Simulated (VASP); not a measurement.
Input of a VASP 6.6.1 run:

Contents of INCAR:

```
PREC = Accurate
ENCUT = 600
EDIFF = 1E-6
ISMEAR = 0
SIGMA = 0.02
LREAL = Auto
LASPH = T
NELM = 120
ALGO = Normal
ISIF = 2
LWAVE = F
LCHARG = F
GGA = PE
NBANDS = 86
GGA_COMPAT = F
```

File KPOINTS:

```
Automatic mesh
0
Gamma
  2 2 2
  0.5 0.5 0.5
```

POSCAR

```
MgS
1.0
    5.2297549304      5.2297549304      5.2297549304
   -5.2297549304      5.2297549304     -5.2297549304
   -5.2297549304     -5.2297549304      5.2297549304
Mg S
16 16
Direct
    0.4993242040      0.7489509272      0.7488944476
    0.4992403181      0.4987601201     -0.0012478371
    0.7494444380      0.4990942147      0.7490372766
    0.4993567056      0.2488275056      0.2488783771
    0.7494768876      0.2488831184     -0.0015127468
   -0.0006794384      0.2490631958      0.7488509733
    0.4993031082     -0.0012385255      0.4987848216
    0.7496945327     -0.0009095547      0.2491484812
   -0.0006729100     -0.0013768633     -0.0014754661
    0.2495721198     -0.0007856733      0.7491374406
    0.7494019285      0.7485683053      0.4988485741
   -0.0008474715      0.7488158304      0.2488838433
    0.2498019758      0.7487257166     -0.0013711643
   -0.0006360555      0.4986841238      0.4986613583
    0.2494550446      0.4991107681      0.2490242274
    0.2491308292      0.2482885820      0.4980993939
    0.4995588323     -0.0010685505     -0.0010810537
    0.4994719449      0.7488772133      0.2489069330
    0.7493090751      0.7488231921     -0.0011904243
    0.4993552315      0.4988731704      0.4988227333
    0.7493286784      0.4986808325      0.2486902914
   -0.0004880027      0.4989665670     -0.0011150139
    0.4992931877      0.2488277273      0.7486981633
    0.7492851494      0.2489239490      0.4988706057
   -0.0006718534      0.2487250577      0.2486731446
    0.2493288681      0.2488654009     -0.0011241463
    0.7493724130     -0.0011675405      0.7487809834
   -0.0007459230     -0.0012240383      0.4988913226
    0.2492557022     -0.0014294030      0.2486160387
   -0.0004918707      0.7487576190      0.7488252211
    0.2492996128      0.7488876688      0.4988966859
    0.2493596048      0.4985510194      0.7485624135
```

Potentials or basis: VASP PAW PBE potentials, release 64 (Mg, S).

Run with:

```console
$ cat potpaw_PBE.64/Mg/POTCAR potpaw_PBE.64/S/POTCAR > POTCAR
$ mpirun -np 1 vasp_std > vasp.out
```

(1) Predict the largest force.

(2) What does it give for the pressure?

(3) Predict the band gap on the k mesh.

Results:

(1) 0.014 eV/Å.

(2) -0.3 GPa.

(3) 3.69 eV.

Caveat: a shifted mesh leaves out Γ, where band edges can lie.
